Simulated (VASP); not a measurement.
Write the native input for VASP 6.6.1 that does the following.

```yaml
Task: single point
Functional: PBEsol
Potentials_or_basis: VASP PAW PBE potentials, release 64 (Sn_d, O)
Cutoff: 520 eV
k_mesh: 6 × 6 × 6
Occupations: gaussian, width 0.05 eV
Spin: no spin polarisation
Dipole_correction: no
Further_INCAR_settings: ALGO = Normal; EDIFF = 1e-07; NBANDS = 64
```

The structure of SnO2 lies in POSCAR:

```
SnO2
1.0
    3.3614649488      1.9407426931      4.3499597413
   -3.3614649488      1.9407426931      4.3499597413
    0.0000000000     -3.8814853860      4.3499597414
Sn O
4 8
Direct
    0.8646807174      0.8646807174      0.8646807174
    0.3648245829      0.3648245829      0.8648190111
    0.3648245829      0.8648190111      0.3648245829
    0.8648190111      0.3648245829      0.3648245829
    0.1235003534      0.6233501671      0.6233501671
    0.6233501671      0.1235003534      0.6233501671
    0.6233501671      0.6233501671      0.1235003534
    0.6062113146      0.6062113146      0.6062113146
    0.1234715296      0.1234715296      0.1234715296
    0.1060883083      0.1060883083      0.6062369573
    0.1060883083      0.6062369573      0.1060883083
    0.6062369573      0.1060883083      0.1060883083
```

These files were run (other wordings do the same):

INCAR

```
SYSTEM = SnO2
PREC = Accurate
ENCUT = 520
EDIFF = 1E-7
ISMEAR = 0
SIGMA = 0.05
LREAL = .FALSE.
LASPH = .TRUE.
NELM = 60
ALGO = Normal
ISIF = 2
LWAVE = .FALSE.
LCHARG = .FALSE.
GGA = PS
NBANDS = 64
```

KPOINTS

```
Automatic mesh
0
G
  6 6 6
  0 0 0
```

Potentials or basis: VASP PAW PBE potentials, release 64 (Sn_d, O).

Command:

```console
$ cat potpaw_PBE.64/Sn_d/POTCAR potpaw_PBE.64/O/POTCAR > POTCAR
$ mpirun -np 1 vasp_std > vasp.out
```

It gave:

```yaml
Pressure: -13.1 GPa
Largest_force: 0.531 eV/Å
Band_gap_on_the_k_mesh: 0.82 eV
```

Caveat: the cell stands under tension; the PAW data sets were made with another functional, which shifts forces and pressure a little; spin-orbit coupling is left out, which moves the levels of the heavy elements.

Wall time 5.9 min on 1 thread of Intel(R) Xeon(R) Platinum 8488C (Sapphire Rapids), with other jobs on the host, peak memory 0.46 GiB.
